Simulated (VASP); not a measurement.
# OsSe (F-43m) in VASP: a series of runs, part 2 of 2

VASP 6.6.1. The steps go on from the part before.

## (4) Single point, PBE, collinear spin

This run uses another cell than the first one, of 22.74 Å³/atom.

The input, INCAR:

```
  PREC = Accurate
  ENCUT = 520
  EDIFF = 1E-6
  ISMEAR = 0
  SIGMA = 0.05
  LREAL = F
  LASPH = T
  NELM = 150
  ALGO = Normal
  ISIF = 2
  LWAVE = F
  LCHARG = F
  ISPIN = 2
  MAGMOM = 1 0
  LORBIT = 11
  LMAXMIX = 4
  GGA = PE
  NBANDS = 18
```

The input, KPOINTS:

```
Automatic mesh
0
Gamma
  10 10 10
```

The input, POSCAR:

```
OsSe
1.0
    0.0000000000      2.8329423009      2.8329423009
    2.8329423009      0.0000000000      2.8329423009
    2.8329423009      2.8329423009      0.0000000000
Os Se
1 1
Direct
    0.0000000000      0.0000000000      0.0000000000
    0.2500000000      0.2500000000      0.2500000000
```

Potentials or basis: VASP PAW PBE potentials, release 64 (Os, Se).

Run with:

```console
> cat potpaw_PBE.64/Os/POTCAR potpaw_PBE.64/Se/POTCAR > POTCAR
> mpirun -np 1 vasp_std > vasp.out
```

OUTCAR:

```text
PREC = Accurate
   ENCUT = 520
   EDIFF = 1E-6
   ISMEAR = 0
   LREAL = F
   LASPH = T
   NELM = 150
   ISIF = 2
   ISPIN = 2
   LORBIT = 11
   GGA = PE

 ion  position               nearest neighbor table
   1  0.000  0.000  0.000-   2 2.45   2 2.45   2 2.45   2 2.45
   2  0.250  0.250  0.250-   1 2.45   1 2.45   1 2.45   1 2.45

  LATTYP: Found a face centered cubic cell.
 ALAT       =     5.6658846018

  Lattice vectors:

[... 1223 lines left out ...]
  in kB      -92.6624283    -92.6624283    -92.6624283      0.0000000      0.0000000     -0.0000000
  external PRESSURE =     -92.6624283 kB  Pullay stress =       0.0000000 kB

 VOLUME and BASIS-vectors are now :
 -----------------------------------------------------------------------------
  energy-cutoff  :      520.00
  volume of cell :       45.47
      direct lattice vectors                 reciprocal lattice vectors
     0.000000000  2.832942301  2.832942301    -0.176494947  0.176494947  0.176494947
     2.832942301  0.000000000  2.832942301     0.176494947 -0.176494947  0.176494947
     2.832942301  2.832942301  0.000000000     0.176494947  0.176494947 -0.176494947

 POSITION                                       TOTAL-FORCE (eV/Angst)
 -----------------------------------------------------------------------------------
      0.00000      0.00000      0.00000         0.000000     -0.000000      0.000000
      1.41647      1.41647      1.41647        -0.000000      0.000000     -0.000000
 -----------------------------------------------------------------------------------
    total drift:                                0.000000      0.000000      0.000000

  FREE ENERGIE OF THE ION-ELECTRON SYSTEM (eV)
  ---------------------------------------------------
  free  energy   TOTEN  =       -13.2951121798 eV

  energy  without entropy=      -13.2918634353  energy(sigma->0) =      -13.29348781

 total charge

# of ion       s       p       d       tot
------------------------------------------
    1        0.545   0.396   6.141   7.081
    2        1.423   2.264   0.155   3.843
--------------------------------------------------
tot          1.968   2.660   6.296  10.924

 magnetization (x)

# of ion       s       p       d       tot
------------------------------------------
    1        0.000   0.000   0.003   0.003
    2        0.000  -0.000   0.000  -0.000
--------------------------------------------------
tot          0.000   0.000   0.003   0.003
```

OSZICAR:

```text
N       E                     dE             d eps       ncg     rms          rms(c)
DAV:   1     0.684369376271E+02    0.68437E+02   -0.56525E+03  3440   0.647E+02
DAV:   2    -0.918766910754E+01   -0.77625E+02   -0.65703E+02  3584   0.176E+02
DAV:   3    -0.134802117908E+02   -0.42925E+01   -0.42076E+01  4460   0.385E+01
DAV:   4    -0.135044104393E+02   -0.24199E-01   -0.24174E-01  3914   0.325E+00
DAV:   5    -0.135045197915E+02   -0.10935E-03   -0.10935E-03  4256   0.227E-01    0.120E+01
DAV:   6    -0.133357502013E+02    0.16877E+00   -0.58828E-01  4576   0.510E+00    0.549E+00
DAV:   7    -0.133047435311E+02    0.31007E-01   -0.79267E-02  3694   0.193E+00    0.336E+00
DAV:   8    -0.132953750686E+02    0.93685E-02   -0.21022E-02  3902   0.853E-01    0.493E-01
DAV:   9    -0.132950437193E+02    0.33135E-03   -0.61585E-04  3774   0.148E-01    0.212E-01
DAV:  10    -0.132950566375E+02   -0.12918E-04   -0.27701E-04  3944   0.874E-02    0.816E-02
DAV:  11    -0.132950975232E+02   -0.40886E-04   -0.40824E-05  3810   0.393E-02    0.279E-02
DAV:  12    -0.132951057036E+02   -0.81804E-05   -0.73859E-06  3772   0.161E-02    0.136E-02
DAV:  13    -0.132951097768E+02   -0.40732E-05   -0.34045E-06  3668   0.934E-03    0.908E-03
DAV:  14    -0.132951112859E+02   -0.15091E-05   -0.16303E-06  3336   0.646E-03    0.489E-03
DAV:  15    -0.132951121798E+02   -0.89392E-06   -0.13487E-06  2732   0.577E-03
   1 F= -.13295112E+02 E0= -.13293488E+02  d E =-.324874E-02  mag=     0.0020
```

stdout:

```text
POSCAR found type information on POSCAR OsSe
 POSCAR found :  2 types and       2 ions
 scaLAPACK will be used
 LDA part: xc-table for (Slater+PW92), standard interpolation
 POSCAR, INCAR and KPOINTS ok, starting setup
 FFT: planning ... GRIDC
 FFT: planning ... GRID_SOFT
 FFT: planning ... GRID
 WAVECAR not read
 entering main loop
```

It took 1.9 min on 1 thread of AMD EPYC 7R13, shared host; peak memory 0.2 GiB.

Results:

```
Free energy                                           : -13.2951 eV
Pressure                                              : -9.3 GPa
Band gap on the k mesh                                : zero (filled and empty bands overlap)
Net moment                                            : 0.00 μB per cell
Valence electrons inside the program's atomic spheres : Os 7.08; Se 3.84
```

Caveat: the cell stands under tension; spin-orbit coupling is left out, which moves the levels of the heavy elements.

## (5) Overview

```csv
cell,gap on the mesh (eV),pressure (GPa),moment (μB)
"a = 3.947 Å, angles 60.0°, 2 atoms",none,-4.5,0.00
"a = 3.985 Å, angles 60.0°, 2 atoms",none,-7.7,0.00
"a = 4.006 Å, angles 60.0°, 2 atoms",none,-9.3,0.00
```

Alike in all rows: task single point; level PBE; potentials or basis VASP PAW PBE potentials, release 64 (Os, Se); spin collinear; k mesh 10 × 10 × 10; cutoff (eV) 520; smearing gaussian 0.05 eV.

Caveats: the cell stands under tension; spin-orbit coupling is left out, which moves the levels of the heavy elements.

Absolute energies hang on the potentials; compare differences alone.
